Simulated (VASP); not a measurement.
PbS:

```xyz
2
Lattice="2.1541 1.2437 3.5196 -2.1541 1.2437 3.5196 0.0000 -2.4873 3.5196" Properties=species:S:1:pos:R:3 pbc="T T T"
Pb    0.0000    0.0000   10.3537
S     0.0000    0.0000    5.0158
```

This cell differs from its parent crystal: volume scaled by 1.06.

Base run:

```yaml
Program: VASP 6.6.1
Functional: PBE
Potentials_or_basis: VASP PAW PBE potentials, release 64 (Pb_d, S)
Cutoff: 520 eV
k_mesh: 8 × 8 × 8
Occupations: fermi-dirac, width 0.05 eV
Spin: no spin polarisation
```

Its results: band gap on the k mesh 0.64 eV, direct; pressure -2.1 GPa; largest force 0.011 eV/Å.

Problem. The run is repeated on the same cell with these changes: functional from PBE to PBEsol; further incar settings from ALGO = Normal; EDIFF = 1e-07; NBANDS = 17 to ALGO = Normal; EDIFF = 1e-06; NBANDS = 17. What comes out?

Solution. Band gap on the k mesh 0.53 eV, direct; pressure -4.7 GPa; largest force 0.021 eV/Å.

Caveats: spin-orbit coupling is left out, which moves the levels of the heavy elements; the PAW data sets were made with another functional, which shifts forces and pressure a little (some runs).

A k mesh can miss the band edges.
